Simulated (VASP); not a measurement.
# Cs (P6_3/mmc) in VASP: notebook, part 2 of 2

VASP 6.6.1.

## 4. Single point, PBEsol

This run uses another cell than the first one, of 83.94 Å³/atom, 1.118 times its volume.

INCAR

```
PREC     = Accurate       # precision mode
ENCUT    = 520            # plane-wave cutoff, eV
EDIFF    = 1E-6           # SCF threshold, eV
ISMEAR   = -1             # smearing method
SIGMA    = 0.08           # smearing width, eV
LREAL    = False          # projectors in reciprocal space
LASPH    = True           # aspherical terms in the spheres
NELM     = 100            # most SCF steps
ALGO     = Normal         # electronic algorithm
ISIF     = 2              # what is computed and relaxed
LWAVE    = False          # write WAVECAR
LCHARG   = False          # write CHGCAR
GGA      = PS             # functional
NBANDS   = 16             # bands
```

KPOINTS

```
Automatic mesh
0
Gamma
  8 8 5
```

POSCAR

```
Cs
1.0
    4.9277870577      0.0000000000      0.0000000000
   -2.4638935288      4.2675887764      0.0000000000
    0.0000000000      0.0000000000      7.9830150335
Cs
2
Direct
    0.3333333333      0.6666666667      0.2500000000
    0.6666666667      0.3333333333      0.7500000000
```

Potentials or basis: VASP PAW PBE potentials, release 64 (Cs_sv).

Launch:

```bash
$ cat potpaw_PBE.64/Cs_sv/POTCAR > POTCAR
$ mpirun -np 1 vasp_std > vasp.out
```

OUTCAR:

```text
PREC = Accurate
   ENCUT = 520
   EDIFF = 1E-6
   ISMEAR = -1
   LREAL = False
   LASPH = True
   NELM = 100
   ISIF = 2
   GGA = PS

 ion  position               nearest neighbor table
   1  0.333  0.667  0.250-
   2  0.667  0.333  0.750-

  LATTYP: Found a hexagonal cell.
 ALAT       =     4.9277870577
 C/A-ratio  =     1.6200000000

  Lattice vectors:

 A1 = (   4.9277870577,   0.0000000000,   0.0000000000)
[... 190 lines left out ...]
      3      -9.4537      2.00000
      4      -9.1199      2.00000
      5      -9.1199      2.00000
      6      -9.0685      2.00000
[... 433 lines left out ...]
      3      -9.4066      2.00000
      4      -9.3812      2.00000
      5      -9.1934      2.00000
      6      -9.1644      2.00000
[... 8 lines left out ...]
     15       4.2029      0.00000
     16       4.6897      0.00000

 [... further k-points ...]
[... 5 lines left out ...]
  --------------------------------------------------------------------------------------
  -------------------------------------------------------------------------------------
  Total        0.8119244      0.8119244      0.8233648      0.0000000      0.0000000      0.0000000
  in kB        7.7486264      7.7486264      7.8578085      0.0000000      0.0000000      0.0000000
  external PRESSURE =       7.7850204 kB  Pullay stress =       0.0000000 kB

 VOLUME and BASIS-vectors are now :
 -----------------------------------------------------------------------------
  energy-cutoff  :      520.00
  volume of cell :      167.88
      direct lattice vectors                 reciprocal lattice vectors
     4.927787058  0.000000000  0.000000000     0.202930847  0.117162179  0.000000000
    -2.463893529  4.267588776  0.000000000     0.000000000  0.234324358  0.000000000
     0.000000000  0.000000000  7.983015034     0.000000000  0.000000000  0.125265955

 POSITION                                       TOTAL-FORCE (eV/Angst)
 -----------------------------------------------------------------------------------
     -0.00000      2.84506      1.99575         0.000000     -0.000000      0.000000
      2.46389      1.42253      5.98726        -0.000000      0.000000      0.000000
 -----------------------------------------------------------------------------------
    total drift:                               -0.000000      0.000000     -0.000000

  FREE ENERGIE OF THE ION-ELECTRON SYSTEM (eV)
  ---------------------------------------------------
  free  energy   TOTEN  =        -1.8044544909 eV

  energy  without entropy=       -1.7424846380  energy(sigma->0) =       -1.77346956
```

stdout:

```text
POSCAR found type information on POSCAR Cs
 POSCAR found :  1 types and       2 ions
 scaLAPACK will be used
 -----------------------------------------------------------------------------
|                                                                             |
|                                                                             |
|     You enforced a specific xc type in the INCAR file but a different       |
|     I HOPE YOU KNOW WHAT YOU ARE DOING!                                     |
|                                                                             |
 -----------------------------------------------------------------------------

 LDA part: xc-table for (Slater+PW92), standard interpolation
 POSCAR, INCAR and KPOINTS ok, starting setup
 FFT: planning ... GRIDC
 FFT: planning ... GRID_SOFT
 FFT: planning ... GRID
 WAVECAR not read
 entering main loop
```

It took 28 s on 1 thread of Intel Xeon 6975P-C (Granite Rapids), shared host; peak memory 0.3 GiB.

What came out:

| Quantity | Value |
| --- | --- |
| Free energy | -1.8045 eV |
| Pressure | 0.8 GPa |
| Band gap on the k mesh | zero (band 9 reaches 1.74 eV, above the bottom of band 10 at 0.39 eV) |

Caveat: the PAW data sets were made with another functional, which shifts forces and pressure a little; spin-orbit coupling is left out, which moves the levels of the heavy elements.

## 5. Single point, PBEsol

This run uses another cell than the first one, of 92.78 Å³/atom, 1.235 times its volume.

INCAR

```
SYSTEM = Cs
PREC = Accurate ; ENCUT = 520
EDIFF = 1E-6 ; ISMEAR = -1
SIGMA = 0.08 ; LREAL = .False.
LASPH = .True. ; NELM = 60
ALGO = Normal ; ISIF = 2
LWAVE = .False. ; LCHARG = .True.
GGA = PS ; LELF = .True.
LVHAR = .True. ; NBANDS = 16
```

KPOINTS

```
regular mesh
0
Gamma
  8 8 5
  0 0 0
```

POSCAR

```
Cs
1.0
    5.0949566966      0.0000000000      0.0000000000
   -2.5474783483      4.4123619304      0.0000000000
    0.0000000000      0.0000000000      8.2538298486
Cs
2
Direct
    0.3333333333      0.6666666667      0.2500000000
    0.6666666667      0.3333333333      0.7500000000
```

Launch:

```bash
$ cat potpaw_PBE.64/Cs_sv/POTCAR > POTCAR
$ mpirun -np 1 vasp_std > vasp.out
```

It took 27 s on 1 thread of Intel Xeon 6975P-C (Granite Rapids), shared host; peak memory 0.32 GiB.

It converged, with:

- Free energy: -1.8704 eV
- Pressure: 0.4 GPa
- Band gap on the k mesh: zero (band 9 reaches 1.45 eV, above the bottom of band 10 at 0.08 eV)

Levels at points of the mesh, in eV from the Fermi level:
| k point | band 7 | band 8 | band 9 | band 10 | band 11 | band 12 |
| --- | --- | --- | --- | --- | --- | --- |
| (0.00, 0.00, 0.00) | -10.40 | -10.39 | -1.90 | -0.11 | 1.06 | 2.49 |
| (0.50, 0.00, 0.00) | -10.46 | -10.43 | -0.03 | 0.36 | 0.67 | 0.98 |

Caveat: the PAW data sets were made with another functional, which shifts forces and pressure a little; spin-orbit coupling is left out, which moves the levels of the heavy elements.

## 6. Summary

```csv
cell,gap on the mesh (eV),pressure (GPa)
"a = 4.748, b = 4.748, c = 7.692 Å, angles 90.0, 90.0, 120.0°, 2 atoms",none,1.3
"a = 4.928, b = 4.928, c = 7.983 Å, angles 90.0, 90.0, 120.0°, 2 atoms",none,0.8
"a = 5.095, b = 5.095, c = 8.254 Å, angles 90.0, 90.0, 120.0°, 2 atoms",none,0.4
```

Alike in all rows: task single point; level PBEsol; potentials or basis VASP PAW PBE potentials, release 64 (Cs_sv); no spin polarisation; k mesh 8 × 8 × 5; cutoff (eV) 520; smearing fermi-dirac 0.08 eV.

Caveats: the PAW data sets were made with another functional, which shifts forces and pressure a little; spin-orbit coupling is left out, which moves the levels of the heavy elements.

Total energies depend on the potentials used, so only differences within one code and one set of settings carry meaning.
